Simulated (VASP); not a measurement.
# Pt (Fm-3m) in VASP: further runs, part 2 of 3

VASP 6.6.1. Earlier steps stand in the parts before.

## Step 3: Relaxation of cell and atoms, LDA

INCAR

```
SYSTEM = Pt
PREC = Accurate
ENCUT = 600
EDIFF = 1E-7
ISMEAR = 0
SIGMA = 0.1
LREAL = .FALSE.
LASPH = .TRUE.
NELM = 100
ALGO = Fast
ISIF = 3
LWAVE = .FALSE.
LCHARG = .FALSE.
GGA = CA
IBRION = 2
NSW = 100
EDIFFG = -0.005
```

KPOINTS

```
Automatic mesh
0
G
  18 18 18
  0 0 0
```

POSCAR

```
Pt
1.0
    0.0000000000      1.9457172375      1.9457172375
    1.9457172375      0.0000000000      1.9457172375
    1.9457172375      1.9457172375      0.0000000000
Pt
1
Direct
    0.0000000000      0.0000000000      0.0000000000
```

Potentials or basis: VASP PAW LDA potentials, release 64 (Pt).

Run with:

```
$ cat potpaw_LDA.64/Pt/POTCAR > POTCAR
$ mpirun -np 1 vasp_std > vasp.out
```

OUTCAR:

```text
SYSTEM = Pt
   PREC = Accurate
   ENCUT = 600
   EDIFF = 1E-7
   ISMEAR = 0
   LREAL = .FALSE.
   LASPH = .TRUE.
   NELM = 100
   ISIF = 3
   GGA = CA
   IBRION = 2
   NSW = 100
   EDIFFG = -0.005

 ion  position               nearest neighbor table
   1  0.000  0.000  0.000-

  LATTYP: Found a face centered cubic cell.
 ALAT       =     3.8914344750

  Lattice vectors:

 A1 = (   0.0000000000,   1.9457172375,   1.9457172375)
 A2 = (   1.9457172375,   0.0000000000,   1.9457172375)
 A3 = (   1.9457172375,   1.9457172375,   0.0000000000)

Analysis of symmetry for initial positions (statically):
=====================================================================
 Subroutine PRICEL returns:
 Original cell was already a primitive cell.

 Routine SETGRP: Setting up the symmetry group for a
 face centered cubic supercell.

 Subroutine GETGRP returns: Found 48 space group operations
 (whereof 48 operations were pure point group operations)
 out of a pool of 48 trial point group operations.

The static configuration has the point symmetry O_h .

Analysis of symmetry for dynamics (positions and initial velocities):
=====================================================================
 Subroutine PRICEL returns:
 Original cell was already a primitive cell.

 Routine SETGRP: Setting up the symmetry group for a
 face centered cubic supercell.

 Subroutine GETGRP returns: Found 48 space group operations
 (whereof 48 operations were pure point group operations)
 out of a pool of 48 trial point group operations.

The dynamic configuration has the point symmetry O_h .

 Subroutine INISYM returns: Found 48 space group operations
 (whereof 48 operations are pure point group operations),
 and found     1 'primitive' translations

----------------------------------------------------------------------------------------

                                     Primitive cell

  volume of cell :      14.7323

  direct lattice vectors                    reciprocal lattice vectors
     0.000000000  1.945717238  1.945717238    -0.256974647  0.256974647  0.256974647
     1.945717238  0.000000000  1.945717238     0.256974647 -0.256974647  0.256974647
     1.945717238  1.945717238  0.000000000     0.256974647  0.256974647 -0.256974647

  length of vectors
     2.751659706  2.751659706  2.751659706     0.445093145  0.445093145  0.445093145

  position of ions in fractional coordinates (direct lattice)
     0.000000000  0.000000000  0.000000000

  ion indices of the primitive-cell ions
   primitive index   ion index
                 1           1

----------------------------------------------------------------------------------------

 KPOINTS: Automatic mesh

Automatic generation of k-mesh.
 Grid dimensions read from file:
 generate k-points for:   18   18   18

 Generating k-lattice:

  Cartesian coordinates                     Fractional coordinates (reciprocal lattice)
    -0.014276369  0.014276369  0.014276369     0.055555556  0.000000000  0.000000000
     0.014276369 -0.014276369  0.014276369     0.000000000  0.055555556  0.000000000
[... 47 lines left out ...]
   NGXF,Y,Z  is equivalent  to a cutoff of  29.00, 29.00, 29.00 a.u.
 SYSTEM =  Pt
   PREC   = accura    normal or accurate (medium, high low for compatibility)
   ISTART =      0    job   : 0-new  1-cont  2-samecut
   ICHARG =      2    charge: 1-file 2-atom 10-const
   ISPIN  =      1    spin polarized calculation?
   LNONCOLLINEAR =      F non collinear calculations
   LSORBIT =      F    spin-orbit coupling
   LASPH  =      T    aspherical Exc in radial PAW
   ENCUT  =  600.0 eV  44.10 Ry    6.64 a.u.   5.50  5.50  5.50*2*pi/ulx,y,z
   NELM   =    100;   NELMIN=  2; NELMDL= -5     # of ELM steps
   EDIFF  = 0.1E-06   stopping-criterion for ELM
   LREAL  =      F    real-space projection
   EDIFFG = -.5E-02   stopping-criterion for IOM
   NSW    =    100    number of steps for IOM
   IBRION =      2    ionic relax: 0-MD 1-quasi-New 2-CG
   NFREE  =      1    steps in history (QN), initial steepest desc. (CG)
   ISIF   =      3    stress and relaxation
   ISYM   =      2    0-nonsym 1-usesym 2-fastsym
   POTIM  = 0.5000    time-step for ionic-motion
   TEBEG  =    0.0;   TEEND  =   0.0 temperature during run
   PSTRESS=    0.0 pullay stress
   NELECT =      10.0000    total number of electrons
   NUPDOWN=      -1.0000    fix difference up-down
   EMIN   =  10.00;   EMAX   =-10.00  energy-range for DOS
   EFERMI =   0.00;   METHOD = LEGACY
   ISMEAR =     0;   SIGMA  =   0.10  broadening in eV -4-tet -1-fermi 0-gaus
   EFERMI_NEDOS =   21; number of points for ismear=-14 and -15
   IALGO  =     68    algorithm
   IMIX   =      4    mixing-type and parameters
     AMIX     =   0.40;   BMIX     =  1.00
     AMIX_MAG =   1.60;   BMIX_MAG =  1.00
  volume/ion in A,a.u.               =      14.73        99.42
  Fermi-wavevector in a.u.,A,eV,Ry     =   1.438749  2.718842 28.164051  2.069999
  Thomas-Fermi vector in A             =   2.557681
   LORBIT       =      0    0 simple, 1 ext, 2 COOP (PROOUT), +10 PAW based schemes
   GGA     = CA    functional components
   LHFCALC =     F    Hartree Fock is set to
   AEXX    =    0.0000 exact exchange contribution
   IVDW    =     0    specifies the selected vdW correction
   LEPSILON=     F    determine dielectric tensor
   LRPA    =     F    only Hartree local field effects (RPA)
 conjugate gradient relaxation of ions
 non-spin polarized calculation
 RMM-DIIS sequential band-by-band and
 Gauss-broadening in eV      SIGMA  =   0.10
  energy-cutoff  :      600.00
  volume of cell :       14.73
 maximum number of plane-waves:       531
 NGX is ok and might be reduce to    24
   NGX = 11   NGY = 11   NGZ = 11

--------------------------------------- Ionic step        1  -------------------------------------------

 number of electron      10.0000000 magnetization

 number of electron       9.9999999 magnetization

 Free energy of the ion-electron system (eV)
  ---------------------------------------------------
  ext. energy  EPLUGINS =         0.00000000
  ---------------------------------------------------
  free energy    TOTEN  =        -7.50689255 eV

  energy without entropy =       -7.49661461  energy(sigma->0) =       -7.50175358

------------------------ aborting loop because EDIFF is reached ----------------------------------------

  FORCE on cell =-STRESS in cart. coord.  units (eV):
  Direction    XX          YY          ZZ          XY          YZ          ZX
  --------------------------------------------------------------------------------------
  -------------------------------------------------------------------------------------
  Total        0.1301778      0.1301778      0.1301778     -0.0000000      0.0000000      0.0000000
  in kB       14.1572269     14.1572269     14.1572269     -0.0000000      0.0000000      0.0000000
  external PRESSURE =      14.1572269 kB  Pullay stress =       0.0000000 kB
[... 57 lines left out ...]
--------------------------------------- Ionic step        3  -------------------------------------------

 number of electron       9.9999999 magnetization

 Free energy of the ion-electron system (eV)
  ---------------------------------------------------
  ext. energy  EPLUGINS =         0.00000000
  ---------------------------------------------------
  free energy    TOTEN  =        -7.50718640 eV

  energy without entropy =       -7.49682886  energy(sigma->0) =       -7.50200763

 E-fermi :  11.5116     XC(G=0): -13.7970

 val. band max:       11.5067413183   @ k =  -0.3333   0.3889   0.1111
 cond. band min:      11.5246423670   @ k =   0.3889   0.2222   0.0000
 fundamental gap:      0.0179010487
 Fermi energy:        11.5115528458

 k-point     1 :       0.0000    0.0000    0.0000
  band No.  band energies     occupation
      1       1.0508      2.00000
      2       7.5706      2.00000
      3       7.5706      2.00000
      4       7.5706      2.00000
      5       9.8311      2.00000
      6       9.8311      2.00000
      7      26.0756      0.00000
      8      31.1036      0.00000
      9      31.1036      0.00000
[... 265 lines left out ...]
 k-point    24 :      -0.2222    0.0556    0.0000
  band No.  band energies     occupation
      1       3.1267      2.00000
      2       7.0670      2.00000
      3       7.9815      2.00000
      4       8.0502      2.00000
      5       9.6179      2.00000
      6      10.3264      2.00000
      7      25.2850      0.00000
      8      28.0969      0.00000
      9      32.7266      0.00000

 [... further k-points ...]

------------------------ aborting loop because EDIFF is reached ----------------------------------------

  FORCE on cell =-STRESS in cart. coord.  units (eV):
  Direction    XX          YY          ZZ          XY          YZ          ZX
  --------------------------------------------------------------------------------------
  -------------------------------------------------------------------------------------
  Total        0.0019920      0.0019920      0.0019920      0.0000000      0.0000000     -0.0000000
  in kB        0.2156377      0.2156377      0.2156377      0.0000000      0.0000000     -0.0000000
  external PRESSURE =       0.2156377 kB  Pullay stress =       0.0000000 kB
[... 16 lines left out ...]
  FREE ENERGIE OF THE ION-ELECTRON SYSTEM (eV)
  ---------------------------------------------------
  free  energy   TOTEN  =        -7.5071863959 eV

  energy  without entropy=       -7.4968288607  energy(sigma->0) =       -7.50200763

 reached required accuracy - stopping structural energy minimisation
```

Wall time 53 s (1 thread of Intel Xeon Platinum 8259CL at 2.50GHz (Skylake/Cascade Lake), shared host); peak memory 0.16 GiB.

Results:

```yaml
Free_energy: -7.5072 eV
Relaxed_volume: 14.80 Å³/atom
Relaxed_cell: a = 2.756 Å, b = 2.756 Å, c = 2.756 Å, α = 60.00°, β = 60.00°, γ = 60.00°
Space_group_after_relaxing_to_0.05_Å: Fm-3m (No. 225)
Energy_gained_by_relaxing: 0.3 meV/atom
Ionic_steps: 3
Pressure_after_relaxing: 0.0 GPa
Band_gap_on_the_k_mesh: zero (band 5 reaches 12.02 eV, above the bottom of band 6 at 9.72 eV)
```

Step by step:
```
step  energy change (eV)  largest force (eV/Å)  pressure (GPa)  volume (Å³)
   1              0.0000                0.0000            1.42        14.73
   2              0.0025                0.0000           -4.24        15.01
   3             -0.0003                0.0000            0.02        14.80
```

Final structure:
```
Pt
1.0
     0.00000    1.94871    1.94871
     1.94871    0.00000    1.94871
     1.94871    1.94871    0.00000
Pt
1
Direct
  0.00000 0.00000 0.00000
```

Caveat: spin-orbit coupling is left out, which moves the levels of the heavy elements.

(Part 2 of 3 ends here.)
